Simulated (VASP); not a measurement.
# W32F (a cell with a defect) in VASP: single point with PBE

Aim: the single point of W32F (a cell with a defect) with PBE.

Everything below comes from runs of VASP 6.6.1. Logs are shortened: lines on timing, memory, paths and dates and some standing lists are left out, and cuts for length are marked.

## Step 1: The cell of the first run

The cell holds a defect, 33 atoms: a = 9.006 Å, b = 9.006 Å, c = 9.006 Å, α = 60.00°, β = 60.00°, γ = 60.00°.

## Step 2: Single point, PBE

INCAR

```
SYSTEM = W32F
PREC = Accurate ; ENCUT = 520
EDIFF = 1E-6 ; ISMEAR = 1
SIGMA = 0.1 ; LREAL = Auto
LASPH = .True. ; NELM = 100
ALGO = Normal ; ISIF = 2
LWAVE = .False. ; LCHARG = .False.
GGA = PE ; NBANDS = 250
```

KPOINTS

```
regular mesh
0
Gamma
  1 1 1
  0 0 0
```

POSCAR

```
W32F
1.0
    0.0000000000      6.3684112200      6.3684112200
    6.3684112200      0.0000000000      6.3684112200
    6.3684112200      6.3684112200      0.0000000000
W F
32 1
Direct
   -0.0047765446     -0.0007480673      0.0058920504
    0.1152563763      0.1192408866      0.1387448093
    0.2457333463      0.2496784433      0.2420376051
    0.3725750298      0.3765559285      0.3356016008
   -0.0030265005      0.0009168692      0.5048935895
    0.1216461176      0.1256532395      0.6255904907
    0.2261017623      0.2306620834      0.7854276094
    0.3725269016      0.3766279245      0.8779053844
   -0.0046292551      0.4987989767      0.0059743315
    0.1214952950      0.6276684815      0.1237732572
    0.2495411250      0.7514766768      0.2531580396
    0.3746307230      0.8810020751      0.3758047992
   -0.0024075864      0.4996394532      0.5050872798
    0.1179475499      0.6311688051      0.6351752989
    0.2504027213      0.7537050191      0.7509449900
    0.3704668902      0.8721708301      0.8823072672
    0.4946813092     -0.0005450339      0.0058344222
    0.6236019256      0.1255103467      0.1237623440
    0.7475352699      0.2535035732      0.2532631679
    0.8770547798      0.3787303327      0.3757796752
    0.4955911123      0.0016627381      0.5051277138
    0.6271472369      0.1220101016      0.6351856625
    0.7497360543      0.2543759258      0.7508870478
    0.8680150055      0.3744287888      0.8824487468
    0.4994375976      0.5034544550     -0.0117013486
    0.6234914585      0.6274582250      0.1237638357
    0.7497976081      0.7539906476      0.2512468879
    0.8725384257      0.8766119692      0.3814209567
    0.5187285158      0.5227431749      0.4930293273
    0.6298984725      0.6338947597      0.6240764553
    0.7482220974      0.7521717481      0.7536363206
    0.8725089050      0.8766044320      0.8738327831
    0.3728148070      0.3762954240      0.5566003635
```

Potentials or basis: VASP PAW PBE potentials, release 64 (W_sv, F).

The run is started by

```bash
$ cat potpaw_PBE.64/W_sv/POTCAR potpaw_PBE.64/F/POTCAR > POTCAR
$ mpirun -np 1 vasp_gam > vasp.out
```

OUTCAR:

```text
SYSTEM = W32F
   PREC = Accurate
   ENCUT = 520
   EDIFF = 1E-6
   ISMEAR = 1
   LREAL = Auto
   LASPH = .True.
   NELM = 100
   ISIF = 2
   GGA = PE

 ion  position               nearest neighbor table
   1  0.995  0.999  0.006-  10 2.73  18 2.73   2 2.74  24 2.76  16 2.76  28 2.76  32 2.78   6 2.80
                             7 2.95  27 3.12  23 3.19  15 3.19  11 3.19  19 3.19
   2  0.115  0.119  0.139-   7 2.60   3 2.68   5 2.69  19 2.71  11 2.71   1 2.74  17 2.79   9 2.79
                            28 3.09  12 3.16  20 3.16  16 3.21  24 3.21   8 3.28
   3  0.246  0.250  0.242-   4 2.56   8 2.68   2 2.68  12 2.71  20 2.71  18 2.78  10 2.78   6 2.82
                            17 3.10   9 3.10   5 3.17  25 3.23  21 3.27  13 3.27
   4  0.373  0.377  0.336-  33 1.99   3 2.56  25 2.56  21 2.78  11 2.78  19 2.79  13 2.79  18 2.96
                            10 2.96  26 3.22   6 3.22  29 3.31   7 3.31
   5  0.997  0.001  0.505-   2 2.69  32 2.71  14 2.72  22 2.72   6 2.72  28 2.74  12 2.78  20 2.78
                            31 3.17   3 3.17  23 3.18  15 3.18  19 3.19  11 3.19
   6  0.122  0.126  0.626-   5 2.72   7 2.73  23 2.74  15 2.74  21 2.75  13 2.75   1 2.80   3 2.82
                            20 3.15  12 3.15  32 3.17   4 3.22  16 3.22  24 3.22
   7  0.226  0.231  0.785-  33 2.01   2 2.60  24 2.64  16 2.64   6 2.73   8 2.84   1 2.95  14 2.95
                            22 2.96   9 3.12  17 3.12  13 3.25  21 3.25   4 3.31
   8  0.373  0.377  0.878-  25 2.68   3 2.68  15 2.77   9 2.77  17 2.77  23 2.77  29 2.84   7 2.84
                            10 3.16  18 3.16  14 3.17  22 3.17  30 3.28   2 3.28
   9  0.995  0.499  0.006-  20 2.72  14 2.73  26 2.74  10 2.74  24 2.76   8 2.77  32 2.78   2 2.79
                             3 3.10   7 3.12  19 3.14  31 3.18  27 3.19  15 3.25
  10  0.121  0.628  0.124-   1 2.73  27 2.73   9 2.74  15 2.74  25 2.78   3 2.78  11 2.80  13 2.80
                             4 2.96  20 3.14  16 3.14   8 3.16  32 3.18  28 3.23
  11  0.250  0.751  0.253-   2 2.71  16 2.73  26 2.75  28 2.77  12 2.77   4 2.78  10 2.80  14 2.81
                            17 3.14   5 3.19   1 3.19  13 3.21  29 3.25  25 3.27
  12  0.375  0.881  0.376-  29 2.64   3 2.71  17 2.72  21 2.73  15 2.76  27 2.76  11 2.77   5 2.78
                            18 3.14   6 3.15   2 3.16  30 3.21  26 3.22  14 3.23
  13  0.998  0.500  0.505-  30 2.71  20 2.73   6 2.75  28 2.77  24 2.78   4 2.79  10 2.80  14 2.81
[... 24 lines left out ...]
                            15 3.10  23 3.10  31 3.17   3 3.23  11 3.27  19 3.27
  26  0.623  0.627  0.124-  31 2.72  29 2.73   9 2.74  17 2.74  11 2.75  19 2.75  27 2.80  25 2.82
                            24 3.15  16 3.15  32 3.17   4 3.22  20 3.22  12 3.22
  27  0.750  0.754  0.251-  18 2.73  10 2.73  30 2.74  12 2.76  20 2.76  28 2.76  32 2.78  26 2.80
                            29 2.95   1 3.12   9 3.19  17 3.19  21 3.19  13 3.19
  28  0.873  0.877  0.381-   5 2.74  31 2.74   1 2.76  27 2.76  19 2.77  21 2.77  13 2.77  11 2.77
                             2 3.09  30 3.09  14 3.18  22 3.18  10 3.23  18 3.23
  29  0.519  0.523  0.493-  33 2.01  30 2.60  12 2.64  20 2.64  26 2.73   8 2.84  27 2.95  22 2.95
                            14 2.95  23 3.12  15 3.12  19 3.25  11 3.25   4 3.31
  30  0.630  0.634  0.624-  29 2.60  25 2.68  31 2.69  13 2.71  21 2.71  27 2.74  15 2.79  23 2.79
                            28 3.09  24 3.16  16 3.16  20 3.21  12 3.21   8 3.28
  31  0.748  0.752  0.754-  30 2.69  32 2.71  14 2.72  22 2.72  26 2.72  28 2.74  24 2.78  16 2.78
                             5 3.17  25 3.17  17 3.18   9 3.18  13 3.19  21 3.19
  32  0.873  0.877  0.874-  31 2.71   5 2.71  27 2.78   1 2.78  23 2.78   9 2.78  17 2.78  15 2.78
                            22 3.08  14 3.08  26 3.17   6 3.17  18 3.18  10 3.18
  33  0.373  0.376  0.557-   4 1.99  29 2.01   7 2.01  22 2.40  14 2.40

  LATTYP: Found a face centered cubic cell.
 ALAT       =    12.7368224400

  Lattice vectors:

 A1 = (   0.0000000000,   6.3684112200,   6.3684112200)
 A2 = (   6.3684112200,   0.0000000000,   6.3684112200)
 A3 = (   6.3684112200,   6.3684112200,   0.0000000000)

Analysis of symmetry for initial positions (statically):
=====================================================================
 Subroutine PRICEL returns:
 Original cell was already a primitive cell.

 Routine SETGRP: Setting up the symmetry group for a
 face centered cubic supercell.

 Subroutine GETGRP returns: Found  1 space group operations
 (whereof  1 operations were pure point group operations)
 out of a pool of 48 trial point group operations.

The static configuration has the point symmetry C_1 .

Analysis of symmetry for dynamics (positions and initial velocities):
=====================================================================
 Subroutine PRICEL returns:
 Original cell was already a primitive cell.

 Routine SETGRP: Setting up the symmetry group for a
 face centered cubic supercell.

 Subroutine GETGRP returns: Found  1 space group operations
 (whereof  1 operations were pure point group operations)
 out of a pool of 48 trial point group operations.

The dynamic configuration has the point symmetry C_1 .

 Subroutine INISYM returns: Found  1 space group operations
 (whereof  1 operations are pure point group operations),
 and found     1 'primitive' translations

----------------------------------------------------------------------------------------

                                     Primitive cell
[... 80 lines left out ...]
                33          33

----------------------------------------------------------------------------------------

 KPOINTS: regular mesh

Automatic generation of k-mesh.
 Grid dimensions read from file:
 generate k-points for:    1    1    1

 Generating k-lattice:

  Cartesian coordinates                     Fractional coordinates (reciprocal lattice)
    -0.078512518  0.078512518  0.078512518     1.000000000  0.000000000  0.000000000
     0.078512518 -0.078512518  0.078512518     0.000000000  1.000000000  0.000000000
     0.078512518  0.078512518 -0.078512518     0.000000000  0.000000000  1.000000000

  Length of vectors
     0.135987670  0.135987670  0.135987670

  Shift w.r.t. Gamma in fractional coordinates (k-lattice)
     0.000000000  0.000000000  0.000000000

 Subroutine IBZKPT returns following result:
 ===========================================

 Found      1 irreducible k-points:

 Following reciprocal coordinates:
            Coordinates               Weight
  0.000000  0.000000  0.000000      1.000000
   k-points           NKPTS =      1   k-points in BZ     NKDIM =      1   number of bands    NBANDS=    250
   number of dos      NEDOS =    301   number of ions     NIONS =     33
   total plane-waves  NPLWV = 343000
   dimension x,y,z NGX =    70 NGY =   70 NGZ =   70
   dimension x,y,z NGXF=   140 NGYF=  140 NGZF=  140
   ions per type =              32   1
   NGX,Y,Z   is equivalent  to a cutoff of  12.92, 12.92, 12.92 a.u.
   NGXF,Y,Z  is equivalent  to a cutoff of  25.84, 25.84, 25.84 a.u.
 SYSTEM =  W32F
   PREC   = accura    normal or accurate (medium, high low for compatibility)
   ISTART =      0    job   : 0-new  1-cont  2-samecut
   ICHARG =      2    charge: 1-file 2-atom 10-const
   ISPIN  =      1    spin polarized calculation?
   LNONCOLLINEAR =      F non collinear calculations
   LSORBIT =      F    spin-orbit coupling
   LASPH  =      T    aspherical Exc in radial PAW
   ENCUT  =  520.0 eV  38.22 Ry    6.18 a.u.  16.75 16.75 16.75*2*pi/ulx,y,z
   NELM   =    100;   NELMIN=  2; NELMDL= -5     # of ELM steps
   EDIFF  = 0.1E-05   stopping-criterion for ELM
   LREAL  =      T    real-space projection
   EDIFFG = 0.1E-04   stopping-criterion for IOM
   NSW    =      0    number of steps for IOM
   IBRION =     -1    ionic relax: 0-MD 1-quasi-New 2-CG
   NFREE  =      0    steps in history (QN), initial steepest desc. (CG)
   ISIF   =      2    stress and relaxation
   ISYM   =      2    0-nonsym 1-usesym 2-fastsym
   POTIM  = 0.5000    time-step for ionic-motion
   TEBEG  =    0.0;   TEEND  =   0.0 temperature during run
   PSTRESS=    0.0 pullay stress
   NELECT =     455.0000    total number of electrons
   NUPDOWN=      -1.0000    fix difference up-down
   EMIN   =  10.00;   EMAX   =-10.00  energy-range for DOS
   EFERMI =   0.00;   METHOD = LEGACY
   ISMEAR =     1;   SIGMA  =   0.10  broadening in eV -4-tet -1-fermi 0-gaus
   EFERMI_NEDOS =   21; number of points for ismear=-14 and -15
   IALGO  =     38    algorithm
   IMIX   =      4    mixing-type and parameters
     AMIX     =   0.40;   BMIX     =  1.00
     AMIX_MAG =   1.60;   BMIX_MAG =  1.00
  volume/ion in A,a.u.               =      15.65       105.63
  Fermi-wavevector in a.u.,A,eV,Ry     =   1.569294  2.965535 33.506828  2.462682
  Thomas-Fermi vector in A             =   2.671197
   LORBIT       =      0    0 simple, 1 ext, 2 COOP (PROOUT), +10 PAW based schemes
   GGA     = PE    functional components
   LHFCALC =     F    Hartree Fock is set to
   AEXX    =    0.0000 exact exchange contribution
   IVDW    =     0    specifies the selected vdW correction
   LEPSILON=     F    determine dielectric tensor
   LRPA    =     F    only Hartree local field effects (RPA)
 non-spin polarized calculation
 Methfessel and Paxton  Order N= 1 SIGMA  =   0.10
  energy-cutoff  :      520.00
  volume of cell :      516.56
 maximum number of plane-waves:      6926
 NGX is ok and might be reduce to    70
   NGX = 33   NGY = 33   NGZ = 33

 number of electron     455.0000004 magnetization

 Free energy of the ion-electron system (eV)
  ---------------------------------------------------
  ext. energy  EPLUGINS =         0.00000000
  ---------------------------------------------------
  free energy    TOTEN  =      -421.08026161 eV

  energy without entropy =     -421.05256960  energy(sigma->0) =     -421.07103094

 E-fermi :  11.5795     XC(G=0): -13.5606

 val. band max:       11.3243841123   @ k =   0.0000   0.0000   0.0000
 cond. band min:      11.5795618506   @ k =   0.0000   0.0000   0.0000
 fundamental gap:      0.2551777383
 Fermi energy:        11.5794549420

 k-point     1 :       0.0000    0.0000    0.0000
  band No.  band energies     occupation
      1     -62.7119      2.00000
      2     -62.6738      2.00000
      3     -62.6663      2.00000
      4     -62.6613      2.00000
      5     -62.6425      2.00000
      6     -62.6210      2.00000
[... 231 lines left out ...]
    238      12.7871     -0.00000
    239      13.0264     -0.00000
 [bands above 239 left out]

------------------------ aborting loop because EDIFF is reached ----------------------------------------

  FORCE on cell =-STRESS in cart. coord.  units (eV):
  Direction    XX          YY          ZZ          XY          YZ          ZX
  --------------------------------------------------------------------------------------
  -------------------------------------------------------------------------------------
  Total      -12.1645503    -12.1757453     -2.0802358      4.5056943      0.0336129     -0.0124785
  in kB      -37.7296997    -37.7644222     -6.4520815     13.9749098      0.1042542     -0.0387036
  external PRESSURE =     -27.3154012 kB  Pullay stress =       0.0000000 kB

 VOLUME and BASIS-vectors are now :
 -----------------------------------------------------------------------------
  energy-cutoff  :      520.00
  volume of cell :      516.56
      direct lattice vectors                 reciprocal lattice vectors
     0.000000000  6.368411220  6.368411220    -0.078512518  0.078512518  0.078512518
     6.368411220  0.000000000  6.368411220     0.078512518 -0.078512518  0.078512518
     6.368411220  6.368411220  0.000000000     0.078512518  0.078512518 -0.078512518

 POSITION                                       TOTAL-FORCE (eV/Angst)
 -----------------------------------------------------------------------------------
      6.40117      6.37552     12.70164         0.000491     -0.000983      0.001943
      1.64296      1.61758      1.49338         0.003316     -0.001570     -0.001369
      3.13145      3.10633      3.15499         0.001488     -0.006910     -0.009332
      4.53531      4.50996      4.77077        -0.090157     -0.096307      0.001217
      3.22121      9.56451      6.35498         0.001264     -0.004854     -0.001969
      4.78423      4.75871      1.57490        -0.000550     -0.001480      0.002441
[... 25 lines left out ...]
     11.14750     11.12142     11.13907        -0.001331      0.008006      0.002127
      5.94106      5.91890      4.77064         0.028978      0.035712     -0.002990
 -----------------------------------------------------------------------------------
    total drift:                                0.010003     -0.000432     -0.004759

  FREE ENERGIE OF THE ION-ELECTRON SYSTEM (eV)
  ---------------------------------------------------
  free  energy   TOTEN  =      -421.0802616071 eV

  energy  without entropy=     -421.0525695950  energy(sigma->0) =     -421.07103094
```

It took 5.2 min on 1 thread of Intel Xeon Platinum 8559C (Emerald Rapids), shared host; peak memory 0.69 GiB.

Results:

```yaml
Free_energy: -421.0803 eV
Pressure: -2.7 GPa
Largest_force: 0.134 eV/Å
```

Forces on the atoms (eV/Å):
```
W    0.000 -0.001  0.002
W    0.003 -0.002 -0.001
W    0.001 -0.007 -0.009
W   -0.090 -0.096  0.001
W    0.001 -0.005 -0.002
W   -0.001 -0.001  0.002
W    0.023  0.044 -0.121
W   -0.007 -0.002  0.000
W   -0.006 -0.005 -0.002
W    0.000  0.003 -0.001
W    0.005  0.003 -0.002
W    0.004  0.000  0.005
W    0.001  0.008  0.003
W   -0.002 -0.003  0.001
W    0.000 -0.005  0.003
W    0.000  0.000  0.001
W    0.004  0.004  0.000
W    0.003  0.000  0.001
W    0.001 -0.005 -0.002
W   -0.004  0.004 -0.005
W   -0.004 -0.002 -0.001
W   -0.010  0.001  0.000
W    0.006 -0.002  0.001
W    0.004 -0.004  0.004
W   -0.003 -0.006  0.006
W    0.001 -0.001  0.000
W   -0.004  0.002 -0.003
W   -0.002  0.003 -0.001
W    0.040  0.034  0.123
W    0.003  0.001 -0.002
W    0.003 -0.006  0.000
W   -0.001  0.008  0.002
F    0.029  0.036 -0.003
```

Levels at points of the mesh, in eV from the Fermi level:
```csv
k point,band 225,band 226,band 227,band 228,band 229,band 230
"(0.00, 0.00, 0.00)",-0.55,-0.45,-0.26,0.00,0.33,0.37
```

Caveat: the k points lie up to 0.85 Å⁻¹ apart; spin-orbit coupling is left out, which moves the levels of the heavy elements; an odd number of electrons without spin polarisation forces a metal; a magnetic or distorted state may lie lower.
